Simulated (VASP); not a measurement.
# LiF (P6_3/mmc) in VASP: relaxation of cell and atoms with PBE

Aim: the relaxation of cell and atoms of LiF with PBE.

All numbers are computed with VASP 6.6.1; they aren't measurements. Logs are shortened: lines on timing, memory, paths and dates and some standing lists are left out, and cuts for length are marked.

## (1) The cell of the first run

The structure is hexagonal, space group P6_3/mmc (No. 194). Conventional cell: a = 2.384 Å, b = 2.384 Å, c = 3.886 Å, α = 90.00°, β = 90.00°, γ = 120.00°. Within 2.2 Å of Li (site symmetry -3m) lie 6 F at 1.68 Å and 2 Li at 1.94 Å. Within 2.2 Å of F (site symmetry -6m2) lie 6 Li at 1.68 Å.

## (2) Relaxation of cell and atoms, PBE

INCAR reads:

```
SYSTEM = LiF
  PREC = Accurate
  ENCUT = 1350
  EDIFF = 1E-7
  ISMEAR = -1
  SIGMA = 0.02
  LREAL = .FALSE.
  LASPH = .TRUE.
  NELM = 120
  ALGO = Normal
  ISIF = 3
  LWAVE = .FALSE.
  LCHARG = .FALSE.
  GGA = PE
  IBRION = 2
  NSW = 80
  EDIFFG = -0.005
  GGA_COMPAT = .FALSE.
  NELMIN = 4
```

KPOINTS reads:

```
Automatic mesh
0
G
  12 12 6
  0 0 0
```

POSCAR reads:

```
LiF
1.0
    2.3837460000      0.0000000000      0.0000000000
   -1.1918730000      2.0643845922      0.0000000000
    0.0000000000      0.0000000000      3.8855059800
Li F
2 2
Direct
    0.0000000000      0.0000000000      0.0000000000
    0.0000000000      0.0000000000      0.5000000000
    0.3333333333      0.6666666667      0.2500000000
    0.6666666667      0.3333333333      0.7500000000
```

Potentials or basis: VASP PAW PBE potentials, release 64 (Li_sv, F_h).

Run with:

```
$ cat potpaw_PBE.64/Li_sv/POTCAR potpaw_PBE.64/F_h/POTCAR > POTCAR
$ mpirun -np 1 vasp_std > vasp.out
```

OUTCAR:

```text
SYSTEM = LiF
   PREC = Accurate
   ENCUT = 1350
   EDIFF = 1E-7
   ISMEAR = -1
   LREAL = .FALSE.
   LASPH = .TRUE.
   NELM = 120
   ISIF = 3
   GGA = PE
   IBRION = 2
   NSW = 80
   EDIFFG = -0.005
   NELMIN = 4

 ion  position               nearest neighbor table
   1  0.000  0.000  0.000-   3 1.68   4 1.68   4 1.68   3 1.68   4 1.68   3 1.68   2 1.94   2 1.94

   2  0.000  0.000  0.500-   3 1.68   4 1.68   4 1.68   3 1.68   4 1.68   3 1.68   1 1.94   1 1.94

   3  0.333  0.667  0.250-   1 1.68   2 1.68   1 1.68   2 1.68   1 1.68   2 1.68
   4  0.667  0.333  0.750-   1 1.68   2 1.68   1 1.68   2 1.68   1 1.68   2 1.68

  LATTYP: Found a hexagonal cell.
 ALAT       =     2.3837460000
 C/A-ratio  =     1.6300000000

  Lattice vectors:

 A1 = (   2.3837460000,   0.0000000000,   0.0000000000)
 A2 = (  -1.1918730000,   2.0643845922,   0.0000000000)
 A3 = (   0.0000000000,   0.0000000000,   3.8855059800)

Analysis of symmetry for initial positions (statically):
=====================================================================
 Subroutine PRICEL returns:
 Original cell was already a primitive cell.

 Routine SETGRP: Setting up the symmetry group for a
 hexagonal supercell.

 Subroutine GETGRP returns: Found 24 space group operations
 (whereof 12 operations were pure point group operations)
 out of a pool of 24 trial point group operations.

The static configuration has the point symmetry D_3d.
 The point group associated with its full space group is D_6h.

Analysis of symmetry for dynamics (positions and initial velocities):
=====================================================================
 Subroutine PRICEL returns:
 Original cell was already a primitive cell.

 Routine SETGRP: Setting up the symmetry group for a
 hexagonal supercell.

 Subroutine GETGRP returns: Found 24 space group operations
 (whereof 12 operations were pure point group operations)
 out of a pool of 24 trial point group operations.

The dynamic configuration has the point symmetry D_3d.
 The point group associated with its full space group is D_6h.

 Subroutine INISYM returns: Found 24 space group operations
 (whereof 12 operations are pure point group operations),
 and found     1 'primitive' translations

----------------------------------------------------------------------------------------

                                     Primitive cell

  volume of cell :      19.1205

  direct lattice vectors                    reciprocal lattice vectors
     2.383746000  0.000000000  0.000000000     0.419507783  0.242202932  0.000000000
    -1.191873000  2.064384592  0.000000000     0.000000000  0.484405863  0.000000000
     0.000000000  0.000000000  3.885505980     0.000000000  0.000000000  0.257366738

  length of vectors
     2.383746000  2.383746000  3.885505980     0.484405863  0.484405863  0.257366738

  position of ions in fractional coordinates (direct lattice)
     0.000000000  0.000000000  0.000000000
     0.000000000  0.000000000  0.500000000
     0.333333333  0.666666667  0.250000000
     0.666666667  0.333333333  0.750000000

  ion indices of the primitive-cell ions
   primitive index   ion index
                 1           1
                 2           2
                 3           3
                 4           4

----------------------------------------------------------------------------------------

 KPOINTS: Automatic mesh

Automatic generation of k-mesh.
 Grid dimensions read from file:
 generate k-points for:   12   12    6

 Generating k-lattice:

  Cartesian coordinates                     Fractional coordinates (reciprocal lattice)
     0.034958982  0.020183578  0.000000000     0.083333333  0.000000000  0.000000000
     0.000000000  0.040367155  0.000000000     0.000000000  0.083333333  0.000000000
     0.000000000  0.000000000  0.042894456     0.000000000  0.000000000  0.166666667

  Length of vectors
     0.040367155  0.040367155  0.042894456

  Shift w.r.t. Gamma in fractional coordinates (k-lattice)
     0.000000000  0.000000000  0.000000000

 Subroutine IBZKPT returns following result:
 ===========================================

 Found     76 irreducible k-points:

 Following reciprocal coordinates:
            Coordinates               Weight
  0.000000  0.000000  0.000000      1.000000
  0.083333  0.000000  0.000000      6.000000
  0.166667  0.000000  0.000000      6.000000
  0.250000  0.000000  0.000000      6.000000
  0.333333 -0.000000  0.000000      6.000000
  0.416667 -0.000000  0.000000      6.000000
[... 16 lines left out ...]
  0.250000  0.000000  0.166667     12.000000
  0.333333 -0.000000  0.166667     12.000000
 [... further k-points ...]
   k-points           NKPTS =     76   k-points in BZ     NKDIM =     76   number of bands    NBANDS=     14
   number of dos      NEDOS =    301   number of ions     NIONS =      4
   total plane-waves  NPLWV =  43200
   dimension x,y,z NGX =    30 NGY =   30 NGZ =   48
   dimension x,y,z NGXF=    60 NGYF=   60 NGZF=   96
   ions per type =               2   2
   NGX,Y,Z   is equivalent  to a cutoff of  20.92, 20.92, 20.54 a.u.
   NGXF,Y,Z  is equivalent  to a cutoff of  41.84, 41.84, 41.07 a.u.
 SYSTEM =  LiF
   PREC   = accura    normal or accurate (medium, high low for compatibility)
   ISTART =      0    job   : 0-new  1-cont  2-samecut
   ICHARG =      2    charge: 1-file 2-atom 10-const
   ISPIN  =      1    spin polarized calculation?
   LNONCOLLINEAR =      F non collinear calculations
   LSORBIT =      F    spin-orbit coupling
   LASPH  =      T    aspherical Exc in radial PAW
   ENCUT  = 1350.0 eV  99.22 Ry    9.96 a.u.   7.14  7.14 11.64*2*pi/ulx,y,z
   NELM   =    120;   NELMIN=  4; NELMDL= -5     # of ELM steps
   EDIFF  = 0.1E-06   stopping-criterion for ELM
   LREAL  =      F    real-space projection
   EDIFFG = -.5E-02   stopping-criterion for IOM
   NSW    =     80    number of steps for IOM
   IBRION =      2    ionic relax: 0-MD 1-quasi-New 2-CG
   NFREE  =      1    steps in history (QN), initial steepest desc. (CG)
   ISIF   =      3    stress and relaxation
   ISYM   =      2    0-nonsym 1-usesym 2-fastsym
   POTIM  = 0.5000    time-step for ionic-motion
   TEBEG  =    0.0;   TEEND  =   0.0 temperature during run
   PSTRESS=    0.0 pullay stress
   NELECT =      20.0000    total number of electrons
   NUPDOWN=      -1.0000    fix difference up-down
   EMIN   =  10.00;   EMAX   =-10.00  energy-range for DOS
   EFERMI =   0.00;   METHOD = LEGACY
   ISMEAR =    -1;   SIGMA  =   0.02  broadening in eV -4-tet -1-fermi 0-gaus
   EFERMI_NEDOS =   21; number of points for ismear=-14 and -15
   IALGO  =     38    algorithm
   IMIX   =      4    mixing-type and parameters
     AMIX     =   0.40;   BMIX     =  1.00
     AMIX_MAG =   1.60;   BMIX_MAG =  1.00
  volume/ion in A,a.u.               =       4.78        32.26
  Fermi-wavevector in a.u.,A,eV,Ry     =   1.661826  3.140395 37.574723  2.761664
  Thomas-Fermi vector in A             =   2.748822
   LORBIT       =      0    0 simple, 1 ext, 2 COOP (PROOUT), +10 PAW based schemes
   GGA     = PE    functional components
   LHFCALC =     F    Hartree Fock is set to
   AEXX    =    0.0000 exact exchange contribution
   IVDW    =     0    specifies the selected vdW correction
   LEPSILON=     F    determine dielectric tensor
   LRPA    =     F    only Hartree local field effects (RPA)
 conjugate gradient relaxation of ions
 non-spin polarized calculation
  energy-cutoff  :     1350.00
  volume of cell :       19.12
 maximum number of plane-waves:      2190
 NGX is ok and might be reduce to    30
   NGX = 15   NGY = 15   NGZ = 23

--------------------------------------- Ionic step        1  -------------------------------------------

 number of electron      19.9999999 magnetization

 Free energy of the ion-electron system (eV)
  ---------------------------------------------------
  ext. energy  EPLUGINS =         0.00000000
  ---------------------------------------------------
  free energy    TOTEN  =       -15.53991464 eV

  energy without entropy =      -15.53991464  energy(sigma->0) =      -15.53991464

------------------------ aborting loop because EDIFF is reached ----------------------------------------

  FORCE on cell =-STRESS in cart. coord.  units (eV):
  Direction    XX          YY          ZZ          XY          YZ          ZX
  --------------------------------------------------------------------------------------
  -------------------------------------------------------------------------------------
  Total       14.2970748     14.2970748     16.8755255      0.0000000     -0.0000000      0.0000000
  in kB     1198.0076842   1198.0076843   1414.0661299      0.0000000     -0.0000000      0.0000000
  external PRESSURE =    1270.0271661 kB  Pullay stress =       0.0000000 kB
[... 512 lines left out ...]
  FREE ENERGIE OF THE ION-ELECTRON SYSTEM (eV)
  ---------------------------------------------------
  free  energy   TOTEN  =       -19.0548723985 eV

  energy  without entropy=      -19.0548723985  energy(sigma->0) =      -19.05487240

[... ionic steps 4 to 7 ...]

--------------------------------------- Ionic step        8  -------------------------------------------

 number of electron      20.0000005 magnetization

 E-fermi :   0.0373     XC(G=0):  -9.9046

 val. band max:       -0.4980894775   @ k =   0.0000   0.0000   0.0000
 cond. band min:       8.3735434581   @ k =   0.0000   0.0000   0.0000
 fundamental gap:      8.8716329356
 Fermi energy:         0.0372705368
[... 481 lines left out ...]
  energy  without entropy=      -19.0681157087  energy(sigma->0) =      -19.06811571

--------------------------------------- Ionic step       10  -------------------------------------------

 number of electron      20.0000006 magnetization

 Free energy of the ion-electron system (eV)
  ---------------------------------------------------
  ext. energy  EPLUGINS =         0.00000000
  ---------------------------------------------------
  free energy    TOTEN  =       -19.06815316 eV

  energy without entropy =      -19.06815316  energy(sigma->0) =      -19.06815316

 E-fermi :  -0.0521     XC(G=0):  -9.8671

 val. band max:       -0.5486339514   @ k =   0.0000   0.0000   0.0000
 cond. band min:       8.2566034587   @ k =   0.0000   0.0000   0.0000
 fundamental gap:      8.8052374101
 Fermi energy:        -0.0520545699

 k-point     1 :       0.0000    0.0000    0.0000
  band No.  band energies     occupation
      1     -41.7430      2.00000
      2     -41.6603      2.00000
      3     -20.5491      2.00000
      4     -20.2138      2.00000
      5      -3.1122      2.00000
      6      -0.8157      2.00000
      7      -0.7142      2.00000
      8      -0.7142      2.00000
      9      -0.5486      2.00000
     10      -0.5486      2.00000
     11       8.2566      0.00000
     12      10.0371      0.00000
[... 424 lines left out ...]
  FREE ENERGIE OF THE ION-ELECTRON SYSTEM (eV)
  ---------------------------------------------------
  free  energy   TOTEN  =       -19.0681531550 eV

  energy  without entropy=      -19.0681531550  energy(sigma->0) =      -19.06815316

 reached required accuracy - stopping structural energy minimisation
```

Run time: 7.3 min. Hardware: 1 thread of Intel Xeon Platinum 8259CL at 2.50GHz (Skylake/Cascade Lake), shared host; peak memory 0.24 GiB.

Results:

* Free energy: -19.0682 eV
* Relaxed volume: 8.36 Å³/atom
* Relaxed cell: a = 2.822 Å, b = 2.822 Å, c = 4.848 Å, α = 90.00°, β = 90.00°, γ = 120.00°
* Space group after relaxing (to 0.1 Å): P6_3/mmc (No. 194)
* Energy gained by relaxing: 882.1 meV/atom
* Ionic steps: 10
* Pressure after relaxing: 0.0 GPa
* Band gap on the k mesh: 8.81 eV

Step by step:
| step | energy change (eV) | largest force (eV/Å) | pressure (GPa) | volume (Å³) |
| --- | --- | --- | --- | --- |
| 1 | 0.0000 | 0.0000 | 127.00 | 19.12 |
| 2 | -3.4928 | 0.0000 | 4.73 | 31.63 |
| 3 | -3.5150 | 0.0000 | 2.02 | 32.64 |
| 4 | -3.5113 | 0.0000 | -2.69 | 34.73 |
| 5 | -3.5210 | 0.0000 | -0.20 | 33.57 |
| 6 | -3.5202 | 0.0000 | 0.60 | 33.23 |
| 7 | -3.5257 | 0.0000 | 0.61 | 33.20 |
| 8 | -3.5277 | 0.0000 | 0.62 | 33.17 |
| 9 | -3.5282 | 0.0000 | 0.16 | 33.36 |
| 10 | -3.5282 | 0.0000 | 0.01 | 33.43 |

Final structure:
```
Li F
1.0
     2.82168    0.00000    0.00000
    -1.41084    2.44365    0.00000
     0.00000    0.00000    4.84759
Li F
2 2
Cartesian
  0.0000 0.0000 0.0000
  0.0000 0.0000 2.4238
  0.0000 1.6291 1.2119
  1.4108 0.8145 3.6357
```

Caveat: the volume moved by over 15 % at a fixed basis, so the end points are rough. A k mesh can miss the band edges.
